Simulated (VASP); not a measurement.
Wanted: the native input for a VASP 6.6.1 run.

```
Task                   : single point
Functional             : r2SCAN
Potentials or basis    : VASP PAW PBE potentials, release 64 (Cd)
Cutoff                 : 520 eV
k mesh                 : 24 × 24 × 10
Occupations            : gaussian, width 0.1 eV
Spin                   : no spin polarisation
Dipole correction      : no
Further INCAR settings : ALGO = Normal; EDIFF = 1e-06; NBANDS = 19
```

The system is Cd.

```
CELL_PARAMETERS angstrom
2.96178 0.00000 0.00000
-1.48089 2.56498 0.00000
0.00000 0.00000 5.79703
ATOMIC_POSITIONS crystal
Cd 0.33333 0.66667 0.25000
Cd 0.66667 0.33333 0.75000
```

These files were run (other wordings do the same):

POSCAR

```
Cd
1.0
    2.9617840039      0.0000000000      0.0000000000
   -1.4808920020      2.5649801879      0.0000000000
    0.0000000000      0.0000000000      5.7970252640
Cd
2
Direct
    0.3333333333      0.6666666667      0.2500000000
    0.6666666667      0.3333333333      0.7500000000
```

INCAR.step1

```
SYSTEM = Cd
PREC     = Accurate       ! precision mode
ENCUT    = 520            ! plane-wave cutoff, eV
ISMEAR   = 0              ! smearing method
SIGMA    = 0.1            ! smearing width, eV
LREAL    = .FALSE.        ! projectors in reciprocal space
LASPH    = .TRUE.         ! aspherical terms in the spheres
NELM     = 60             ! most SCF steps
NBANDS   = 19             ! bands
GGA      = PE             ! functional
ALGO     = Normal         ! electronic algorithm
EDIFF    = 1E-4           ! SCF threshold, eV
LWAVE    = .TRUE.         ! write WAVECAR
LCHARG   = .FALSE.        ! write CHGCAR
```

INCAR.step2

```
SYSTEM = Cd
PREC     = Accurate       ! precision mode
ENCUT    = 520            ! plane-wave cutoff, eV
EDIFF    = 1E-6           ! SCF threshold, eV
ISMEAR   = 0              ! smearing method
SIGMA    = 0.1            ! smearing width, eV
LREAL    = .FALSE.        ! projectors in reciprocal space
LASPH    = .TRUE.         ! aspherical terms in the spheres
NELM     = 60             ! most SCF steps
ALGO     = Normal         ! electronic algorithm
ISIF     = 2              ! what is computed and relaxed
LWAVE    = .FALSE.        ! write WAVECAR
LCHARG   = .FALSE.        ! write CHGCAR
METAGGA  = R2SCAN         ! meta-GGA
LMIXTAU  = .TRUE.       
NBANDS   = 19             ! bands
ISTART   = 1
```

KPOINTS

```
regular mesh
0
G
  24 24 10
  0 0 0
```

Potentials or basis: VASP PAW PBE potentials, release 64 (Cd).

The run is started by

```bash
$ cat potpaw_PBE.64/Cd/POTCAR > POTCAR
$ cp INCAR.step1 INCAR
$ mpirun -np 1 vasp_std > vasp.out
$ cp INCAR.step2 INCAR
$ mpirun -np 1 vasp_std > vasp.out
```

Results of the run:

```yaml
Pressure: 0.4 GPa
Band_gap_on_the_k_mesh: zero (bands 12 and 13 overlap by 4.56 eV)
```

Caveat: the PAW data sets were made with another functional, which shifts forces and pressure a little.

Wall time 10 min on 1 thread of Intel Xeon 8259CL, on a shared host, peak memory 0.36 GiB.
